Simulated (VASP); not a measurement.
# ZrC (I4/mmm) in VASP: notebook, part 2 of 2

VASP 6.6.1. Earlier steps stand in the parts before.

## 3. Single point, PBEsol

This run uses another cell than the first one, of the same volume but with other edges.

Input file INCAR:

```
ALGO = Normal
EDIFF = 1E-7
ENCUT = 520
GGA = PS
ISIF = 2
ISMEAR = 0
LASPH = T
LCHARG = F
LREAL = F
LWAVE = F
NBANDS = 15
NELM = 100
PREC = Accurate
SIGMA = 0.15
```

Input file KPOINTS:

```
k-points
0
Gamma
  20 20 20
```

Input file POSCAR:

```
ZrC
1.0
    0.0000000000      2.2767173026      2.5043890329
    2.2767173026      0.0000000000      2.5043890329
    2.2767173026      2.2767173026      0.0000000000
Zr C
1 1
Direct
    0.5000000000      0.5000000000      0.5000000000
    0.0000000000      0.0000000000      0.0000000000
```

Potentials or basis: VASP PAW PBE potentials, release 64 (Zr_sv, C).

Command:

```sh
> cat potpaw_PBE.64/Zr_sv/POTCAR potpaw_PBE.64/C/POTCAR > POTCAR
> mpirun -np 1 vasp_std > vasp.out
```

OUTCAR:

```text
EDIFF = 1E-7
   ENCUT = 520
   GGA = PS
   ISIF = 2
   ISMEAR = 0
   LASPH = T
   LREAL = F
   NELM = 100
   PREC = Accurate

 ion  position               nearest neighbor table
   1  0.500  0.500  0.500-   2 2.28   2 2.28   2 2.28   2 2.28   2 2.50   2 2.50
   2  0.000  0.000  0.000-   1 2.28   1 2.28   1 2.28   1 2.28   1 2.50   1 2.50

  LATTYP: Found a body centered tetragonal cell.
 ALAT       =     3.2197644870
 C/A-ratio  =     1.5556349186

  Lattice vectors:

 A1 = (  -2.2767173026,   0.0000000000,   2.5043890329)
 A2 = (   2.2767173026,   0.0000000000,   2.5043890329)
 A3 = (   0.0000000000,   2.2767173026,  -2.5043890329)

Analysis of symmetry for initial positions (statically):
=====================================================================
 Subroutine PRICEL returns:
 Original cell was already a primitive cell.

 Routine SETGRP: Setting up the symmetry group for a
 body centered tetragonal supercell.

 Subroutine GETGRP returns: Found 16 space group operations
 (whereof 16 operations were pure point group operations)
 out of a pool of 16 trial point group operations.

The static configuration has the point symmetry D_4h.

[... 176 lines left out ...]
      7      10.1506      0.00000
      8      10.6009      0.00000
      9      10.6009      0.00000
     10      10.9198      0.00000
     11      10.9198      0.00000
     12      11.3505      0.00000
     13      12.8466      0.00000
     14      17.3402      0.00000
[... 401 lines left out ...]
      2     -16.9520      2.00000
      3     -16.3733      2.00000
      4     -16.1641      2.00000
      5       0.6953      2.00000
      6       5.0729      2.00000
      7       6.7223      2.00000
      8       6.8186      2.00000
      9      13.0210      0.00000
     10      13.0980      0.00000
     11      14.0930      0.00000
     12      16.3967      0.00000
     13      18.4399      0.00000
     14      19.8826      0.00000
     15      23.0118      0.00000

 [... further k-points ...]

------------------------ aborting loop because EDIFF is reached ----------------------------------------

  FORCE on cell =-STRESS in cart. coord.  units (eV):
  Direction    XX          YY          ZZ          XY          YZ          ZX
  --------------------------------------------------------------------------------------
  -------------------------------------------------------------------------------------
  Total        1.6122357      1.6122357     -3.4180932      0.0000000     -0.0000000      0.0000000
  in kB       99.4922163     99.4922163   -210.9329732      0.0000000     -0.0000000      0.0000000
  external PRESSURE =      -3.9828469 kB  Pullay stress =       0.0000000 kB

 VOLUME and BASIS-vectors are now :
 -----------------------------------------------------------------------------
  energy-cutoff  :      520.00
  volume of cell :       25.96
      direct lattice vectors                 reciprocal lattice vectors
     0.000000000  2.276717303  2.504389033    -0.219614442  0.219614442  0.199649493
     2.276717303  0.000000000  2.504389033     0.219614442 -0.219614442  0.199649493
     2.276717303  2.276717303  0.000000000     0.219614442  0.219614442 -0.199649493

 POSITION                                       TOTAL-FORCE (eV/Angst)
 -----------------------------------------------------------------------------------
      2.27672      2.27672      2.50439        -0.000000     -0.000000      0.000000
      0.00000      0.00000      0.00000         0.000000      0.000000      0.000000
 -----------------------------------------------------------------------------------
    total drift:                                0.000000      0.000000      0.000000

  FREE ENERGIE OF THE ION-ELECTRON SYSTEM (eV)
  ---------------------------------------------------
  free  energy   TOTEN  =       -20.4043835906 eV

  energy  without entropy=      -20.4009822435  energy(sigma->0) =      -20.40268292
```

OSZICAR:

```text
N       E                     dE             d eps       ncg     rms          rms(c)
DAV:   1     0.996508375847E+02    0.99651E+02   -0.85582E+03 19254   0.107E+03
DAV:   2    -0.174542633473E+02   -0.11711E+03   -0.10948E+03 24396   0.288E+02
DAV:   3    -0.235314244551E+02   -0.60772E+01   -0.60350E+01 32221   0.552E+01
DAV:   4    -0.236783163378E+02   -0.14689E+00   -0.14682E+00 23111   0.608E+00
DAV:   5    -0.236799780664E+02   -0.16617E-02   -0.16617E-02 25840   0.567E-01    0.216E+01
DAV:   6    -0.205412412516E+02    0.31387E+01   -0.60196E+00 23420   0.219E+01    0.795E+00
DAV:   7    -0.204293776742E+02    0.11186E+00   -0.53486E-01 21784   0.558E+00    0.658E+00
DAV:   8    -0.204291147178E+02    0.26296E-03   -0.27448E-01 23864   0.392E+00    0.383E+00
DAV:   9    -0.204044787882E+02    0.24636E-01   -0.46170E-02 21904   0.146E+00    0.454E-01
DAV:  10    -0.204043995499E+02    0.79238E-04   -0.31540E-03 24727   0.515E-01    0.102E-01
DAV:  11    -0.204043848325E+02    0.14717E-04   -0.11503E-04 22695   0.113E-01    0.118E-02
DAV:  12    -0.204043835784E+02    0.12541E-05   -0.38646E-06 25398   0.181E-02    0.378E-03
DAV:  13    -0.204043837264E+02   -0.14792E-06   -0.33585E-07 24615   0.555E-03    0.803E-04
DAV:  14    -0.204043836184E+02    0.10792E-06   -0.25000E-08 13647   0.126E-03    0.185E-04
DAV:  15    -0.204043835906E+02    0.27823E-07   -0.38320E-09 12471   0.454E-04
   1 F= -.20404384E+02 E0= -.20402683E+02  d E =-.340135E-02
```

stdout:

```text
POSCAR found type information on POSCAR ZrC
 POSCAR found :  2 types and       2 ions
 scaLAPACK will be used
 -----------------------------------------------------------------------------
|                                                                             |
|                                                                             |
|     You enforced a specific xc type in the INCAR file but a different       |
|     I HOPE YOU KNOW WHAT YOU ARE DOING!                                     |
|                                                                             |
 -----------------------------------------------------------------------------

 LDA part: xc-table for (Slater+PW92), standard interpolation
 POSCAR, INCAR and KPOINTS ok, starting setup
 FFT: planning ... GRIDC
 FFT: planning ... GRID_SOFT
 FFT: planning ... GRID
 WAVECAR not read
 entering main loop
```

Wall time 4.7 min (1 thread of Intel Xeon Platinum 8375C at 2.90GHz (Ice Lake), shared host); peak memory 0.36 GiB.

Results:

| Item | Value |
| --- | --- |
| Free energy | -20.4044 eV |
| Pressure | -0.4 GPa |
| Band gap on the k mesh | zero (bands 8 and 9 overlap by 1.60 eV) |

Stress tensor (GPa, compression positive):
```
  9.95   0.00   0.00
  0.00   9.95   0.00
  0.00   0.00 -21.09
```

Caveat: the PAW data sets were made with another functional, which shifts forces and pressure a little.
